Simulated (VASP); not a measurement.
# Al (Fm-3m) in VASP: notebook

Runs on Al. Level: PBEsol. Tasks: single point, relaxation of cell and atoms.

All numbers are computed with VASP 6.6.1; they aren't measurements. Logs are shortened: lines on timing, memory, paths and dates and some standing lists are left out, and cuts for length are marked.

## (1) The cell of the first run

The structure is cubic, space group Fm-3m (No. 225). Conventional cell: a = 4.014 Å, b = 4.014 Å, c = 4.014 Å, α = 90.00°, β = 90.00°, γ = 90.00°. Within 3.7 Å of Al (site symmetry m-3m) lie 12 Al at 2.84 Å.

## (2) Single point, PBEsol

INCAR reads:

```
SYSTEM = Al
PREC = Accurate
ENCUT = 520
EDIFF = 1E-6
ISMEAR = 1
SIGMA = 0.1
LREAL = .False.
LASPH = .True.
NELM = 80
ALGO = Normal
ISIF = 2
LWAVE = .False.
LCHARG = .False.
GGA = PS
NBANDS = 8
```

KPOINTS reads:

```
Automatic mesh
0
Gamma
  17 17 17
  0 0 0
```

POSCAR reads:

```
Al
1.0
    0.0000000000      2.0070495096      2.0070495096
    2.0070495096      0.0000000000      2.0070495096
    2.0070495096      2.0070495096      0.0000000000
Al
1
Direct
    0.0000000000      0.0000000000      0.0000000000
```

Potentials or basis: VASP PAW PBE potentials, release 64 (Al).

Launch:

```sh
$ cat potpaw_PBE.64/Al/POTCAR > POTCAR
$ mpirun -np 1 vasp_std > vasp.out
```

OUTCAR:

```text
SYSTEM = Al
   PREC = Accurate
   ENCUT = 520
   EDIFF = 1E-6
   ISMEAR = 1
   LREAL = .False.
   LASPH = .True.
   NELM = 80
   ISIF = 2
   GGA = PS

 ion  position               nearest neighbor table
   1  0.000  0.000  0.000-

  LATTYP: Found a face centered cubic cell.
 ALAT       =     4.0140990192

  Lattice vectors:

 A1 = (   0.0000000000,   2.0070495096,   2.0070495096)
 A2 = (   2.0070495096,   0.0000000000,   2.0070495096)
 A3 = (   2.0070495096,   2.0070495096,   0.0000000000)

Analysis of symmetry for initial positions (statically):
=====================================================================
 Subroutine PRICEL returns:
 Original cell was already a primitive cell.

 Routine SETGRP: Setting up the symmetry group for a
 face centered cubic supercell.

 Subroutine GETGRP returns: Found 48 space group operations
 (whereof 48 operations were pure point group operations)
 out of a pool of 48 trial point group operations.

The static configuration has the point symmetry O_h .

Analysis of symmetry for dynamics (positions and initial velocities):
=====================================================================
 Subroutine PRICEL returns:
 Original cell was already a primitive cell.

 Routine SETGRP: Setting up the symmetry group for a
 face centered cubic supercell.

 Subroutine GETGRP returns: Found 48 space group operations
 (whereof 48 operations were pure point group operations)
 out of a pool of 48 trial point group operations.

The dynamic configuration has the point symmetry O_h .

 Subroutine INISYM returns: Found 48 space group operations
 (whereof 48 operations are pure point group operations),
 and found     1 'primitive' translations

----------------------------------------------------------------------------------------

                                     Primitive cell

  volume of cell :      16.1698

  direct lattice vectors                    reciprocal lattice vectors
     0.000000000  2.007049510  2.007049510    -0.249121906  0.249121906  0.249121906
     2.007049510  0.000000000  2.007049510     0.249121906 -0.249121906  0.249121906
     2.007049510  2.007049510  0.000000000     0.249121906  0.249121906 -0.249121906

  length of vectors
     2.838396637  2.838396637  2.838396637     0.431491799  0.431491799  0.431491799

  position of ions in fractional coordinates (direct lattice)
     0.000000000  0.000000000  0.000000000

  ion indices of the primitive-cell ions
   primitive index   ion index
                 1           1

----------------------------------------------------------------------------------------

 KPOINTS: Automatic mesh

Automatic generation of k-mesh.
 Grid dimensions read from file:
 generate k-points for:   17   17   17

 Generating k-lattice:

  Cartesian coordinates                     Fractional coordinates (reciprocal lattice)
    -0.014654230  0.014654230  0.014654230     0.058823529  0.000000000  0.000000000
     0.014654230 -0.014654230  0.014654230     0.000000000  0.058823529  0.000000000
     0.014654230  0.014654230 -0.014654230     0.000000000  0.000000000  0.058823529

  Length of vectors
     0.025381871  0.025381871  0.025381871

  Shift w.r.t. Gamma in fractional coordinates (k-lattice)
     0.000000000  0.000000000  0.000000000

 Subroutine IBZKPT returns following result:
 ===========================================

 Found    165 irreducible k-points:

 Following reciprocal coordinates:
            Coordinates               Weight
  0.000000  0.000000  0.000000      1.000000
  0.058824  0.000000  0.000000      8.000000
  0.117647  0.000000  0.000000      8.000000
  0.176471  0.000000  0.000000      8.000000
  0.235294  0.000000  0.000000      8.000000
  0.294118  0.000000  0.000000      8.000000
[... 16 lines left out ...]
 -0.176471  0.058824  0.000000     24.000000
 -0.117647  0.058824  0.000000     24.000000
 [... further k-points ...]
   k-points           NKPTS =    165   k-points in BZ     NKDIM =    165   number of bands    NBANDS=      8
   number of dos      NEDOS =    301   number of ions     NIONS =      1
   total plane-waves  NPLWV =  13824
   dimension x,y,z NGX =    24 NGY =   24 NGZ =   24
   dimension x,y,z NGXF=    48 NGYF=   48 NGZF=   48
   ions per type =               1
   NGX,Y,Z   is equivalent  to a cutoff of  14.06, 14.06, 14.06 a.u.
   NGXF,Y,Z  is equivalent  to a cutoff of  28.11, 28.11, 28.11 a.u.
 SYSTEM =  Al
   PREC   = accura    normal or accurate (medium, high low for compatibility)
   ISTART =      0    job   : 0-new  1-cont  2-samecut
   ICHARG =      2    charge: 1-file 2-atom 10-const
   ISPIN  =      1    spin polarized calculation?
   LNONCOLLINEAR =      F non collinear calculations
   LSORBIT =      F    spin-orbit coupling
   LASPH  =      T    aspherical Exc in radial PAW
   ENCUT  =  520.0 eV  38.22 Ry    6.18 a.u.   5.28  5.28  5.28*2*pi/ulx,y,z
   NELM   =     80;   NELMIN=  2; NELMDL= -5     # of ELM steps
   EDIFF  = 0.1E-05   stopping-criterion for ELM
   LREAL  =      F    real-space projection
   EDIFFG = 0.1E-04   stopping-criterion for IOM
   NSW    =      0    number of steps for IOM
   IBRION =     -1    ionic relax: 0-MD 1-quasi-New 2-CG
   NFREE  =      0    steps in history (QN), initial steepest desc. (CG)
   ISIF   =      2    stress and relaxation
   ISYM   =      2    0-nonsym 1-usesym 2-fastsym
   POTIM  = 0.5000    time-step for ionic-motion
   TEBEG  =    0.0;   TEEND  =   0.0 temperature during run
   PSTRESS=    0.0 pullay stress
   NELECT =       3.0000    total number of electrons
   NUPDOWN=      -1.0000    fix difference up-down
   EMIN   =  10.00;   EMAX   =-10.00  energy-range for DOS
   EFERMI =   0.00;   METHOD = LEGACY
   ISMEAR =     1;   SIGMA  =   0.10  broadening in eV -4-tet -1-fermi 0-gaus
   EFERMI_NEDOS =   21; number of points for ismear=-14 and -15
   IALGO  =     38    algorithm
   IMIX   =      4    mixing-type and parameters
     AMIX     =   0.40;   BMIX     =  1.00
     AMIX_MAG =   1.60;   BMIX_MAG =  1.00
  volume/ion in A,a.u.               =      16.17       109.12
  Fermi-wavevector in a.u.,A,eV,Ry     =   0.933714  1.764463 11.861854  0.871822
  Thomas-Fermi vector in A             =   2.060444
   LORBIT       =      0    0 simple, 1 ext, 2 COOP (PROOUT), +10 PAW based schemes
   GGA     = PS    functional components
   LHFCALC =     F    Hartree Fock is set to
   AEXX    =    0.0000 exact exchange contribution
   IVDW    =     0    specifies the selected vdW correction
   LEPSILON=     F    determine dielectric tensor
   LRPA    =     F    only Hartree local field effects (RPA)
 non-spin polarized calculation
 Methfessel and Paxton  Order N= 1 SIGMA  =   0.10
  energy-cutoff  :      520.00
  volume of cell :       16.17
 maximum number of plane-waves:       448
 NGX is ok and might be reduce to    24
   NGX = 11   NGY = 11   NGZ = 11

 number of electron       3.0000000 magnetization

 Free energy of the ion-electron system (eV)
  ---------------------------------------------------
  ext. energy  EPLUGINS =         0.00000000
  ---------------------------------------------------
  free energy    TOTEN  =        -4.09413370 eV

  energy without entropy =       -4.09354270  energy(sigma->0) =       -4.09393670

 E-fermi :   8.1700     XC(G=0): -10.3306

 val. band max:        8.1617063107   @ k =  -0.3529   0.3529   0.0000
 cond. band min:       8.1721497480   @ k =  -0.4706   0.2941   0.1176
 fundamental gap:      0.0104434373
 Fermi energy:         8.1699614431

 k-point     1 :       0.0000    0.0000    0.0000
  band No.  band energies     occupation
      1      -3.1080      2.00000
      2      20.8693      0.00000
      3      20.8693      0.00000
      4      20.8693      0.00000
      5      22.5146      0.00000
      6      22.5146      0.00000
      7      22.5146      0.00000
      8      24.7948      0.00000

 k-point     2 :       0.0588    0.0000    0.0000
  band No.  band energies     occupation
      1      -3.0127      2.00000
      2      19.2421      0.00000
      3      20.5484      0.00000
      4      20.5484      0.00000
      5      22.9847      0.00000
      6      22.9847      0.00000
      7      23.0790      0.00000
      8      25.7907      0.00000

 k-point     3 :       0.1176    0.0000    0.0000
  band No.  band energies     occupation
      1      -2.7272      2.00000
      2      16.8627      0.00000
      3      20.0214      0.00000
      4      20.0214      0.00000
      5      23.0962      0.00000
      6      23.9200      0.00000
      7      23.9200      0.00000
      8      26.1098      0.00000

 k-point     4 :       0.1765    0.0000    0.0000
  band No.  band energies     occupation
      1      -2.2526      2.00000
      2      14.4800      0.00000
      3      19.5706      0.00000
      4      19.5706      0.00000
      5      22.9071      0.00000
      6      24.3394      0.00000
      7      24.3394      0.00000
      8      25.6699      0.00000

 k-point     5 :       0.2353    0.0000    0.0000
  band No.  band energies     occupation
      1      -1.5909      2.00000
      2      12.1903      0.00000
      3      19.2535      0.00000
      4      19.2535      0.00000
      5      22.7312      0.00000
      6      23.3559      0.00000
      7      23.3559      0.00000
      8      26.8785      0.00000
[... 177 lines left out ...]
 k-point    22 :      -0.2353    0.0588    0.0000
  band No.  band energies     occupation
      1      -1.2456      2.00000
      2      11.5206      0.00000
      3      17.3865      0.00000
      4      20.4660      0.00000
      5      21.8736      0.00000
      6      23.2461      0.00000
      7      23.5171      0.00000
      8      26.2382      0.00000

 k-point    23 :      -0.1765    0.0588    0.0000
  band No.  band energies     occupation
      1      -1.9686      2.00000
      2      13.7571      0.00000
      3      17.6811      0.00000
      4      20.7044      0.00000
      5      22.9853      0.00000
      6      23.4595      0.00000
      7      24.5317      0.00000
      8      24.8527      0.00000

 k-point    24 :      -0.1176    0.0588    0.0000
  band No.  band energies     occupation
      1      -2.5055      2.00000
      2      16.0744      0.00000
      3      18.1485      0.00000
      4      21.0203      0.00000
      5      23.2420      0.00000
      6      23.5859      0.00000
      7      24.6837      0.00000
      8      24.9679      0.00000

 [... further k-points ...]
[... 5 lines left out ...]
  --------------------------------------------------------------------------------------
  -------------------------------------------------------------------------------------
  Total        0.0061082      0.0061082      0.0061082      0.0000000      0.0000000     -0.0000000
  in kB        0.6052319      0.6052319      0.6052319      0.0000000      0.0000000     -0.0000000
  external PRESSURE =       0.6052319 kB  Pullay stress =       0.0000000 kB

 VOLUME and BASIS-vectors are now :
 -----------------------------------------------------------------------------
  energy-cutoff  :      520.00
  volume of cell :       16.17
      direct lattice vectors                 reciprocal lattice vectors
     0.000000000  2.007049510  2.007049510    -0.249121906  0.249121906  0.249121906
     2.007049510  0.000000000  2.007049510     0.249121906 -0.249121906  0.249121906
     2.007049510  2.007049510  0.000000000     0.249121906  0.249121906 -0.249121906

 POSITION                                       TOTAL-FORCE (eV/Angst)
 -----------------------------------------------------------------------------------
      0.00000      0.00000      0.00000         0.000000     -0.000000     -0.000000
 -----------------------------------------------------------------------------------
    total drift:                               -0.000000     -0.000000      0.000000

  FREE ENERGIE OF THE ION-ELECTRON SYSTEM (eV)
  ---------------------------------------------------
  free  energy   TOTEN  =        -4.0941336967 eV

  energy  without entropy=       -4.0935427002  energy(sigma->0) =       -4.09393670
```

Wall time 12 s (1 thread of Intel Xeon Platinum 8259CL at 2.50GHz (Skylake/Cascade Lake), shared host); peak memory 0.14 GiB.

Results:

```yaml
Free_energy: -4.0941 eV
Pressure: 0.1 GPa
```

Caveat: the PAW data sets were made with another functional, which shifts forces and pressure a little.

## (3) Relaxation of cell and atoms, PBEsol

This run uses another cell than the first one, of 16.60 Å³/atom, 1.027 times its volume.

INCAR reads:

```
ALGO = Normal
EDIFF = 1E-6
EDIFFG = -0.02
ENCUT = 600
GGA = PS
IBRION = 2
ISIF = 3
ISMEAR = 1
LASPH = T
LCHARG = F
LREAL = F
LWAVE = F
NELM = 80
NSW = 80
PREC = Accurate
SIGMA = 0.1
```

KPOINTS reads:

```
k-points
0
Gamma
  17 17 17
```

POSCAR reads:

```
Al
1.0
    0.0000000000      2.0248050000      2.0248050000
    2.0248050000      0.0000000000      2.0248050000
    2.0248050000      2.0248050000      0.0000000000
Al
1
Direct
    0.0000000000      0.0000000000      0.0000000000
```

Potentials or basis: VASP PAW PBE potentials, release 64 (Al).

Launch:

```sh
$ cat potpaw_PBE.64/Al/POTCAR > POTCAR
$ mpirun -np 1 vasp_std > vasp.out
```

Wall time 14 s (1 thread of Intel Xeon Platinum 8259CL at 2.50GHz (Skylake/Cascade Lake), shared host); peak memory 0.15 GiB.

The run converged. Its results:

* Free energy: -4.0942 eV
* Relaxed volume: 16.18 Å³/atom
* Relaxed cell: a = 2.839 Å, b = 2.839 Å, c = 2.839 Å, α = 60.00°, β = 60.00°, γ = 60.00°
* Space group after relaxing (to 0.05 Å): Fm-3m (No. 225)
* Energy gained by relaxing: 2.7 meV/atom
* Ionic steps: 3
* Pressure after relaxing: 0.0 GPa

The path:
```tsv
step	energy change (eV)	largest force (eV/Å)	pressure (GPa)	volume (Å³)
1	0.0000	0.0000	-1.98	16.60
2	-0.0026	0.0000	0.35	16.11
3	-0.0027	0.0000	0.00	16.18
```

Final structure:
```
CELL_PARAMETERS angstrom
0.00000 2.00754 2.00754
2.00754 0.00000 2.00754
2.00754 2.00754 0.00000
ATOMIC_POSITIONS crystal
Al 0.00000 0.00000 0.00000
```

Levels at points of the mesh, in eV from the Fermi level:
```
           k point  band 1  band 2  band 3  band 4
(0.00, 0.00, 0.00)  -11.27   12.70   12.70   12.70
```

Caveat: the PAW data sets were made with another functional, which shifts forces and pressure a little.
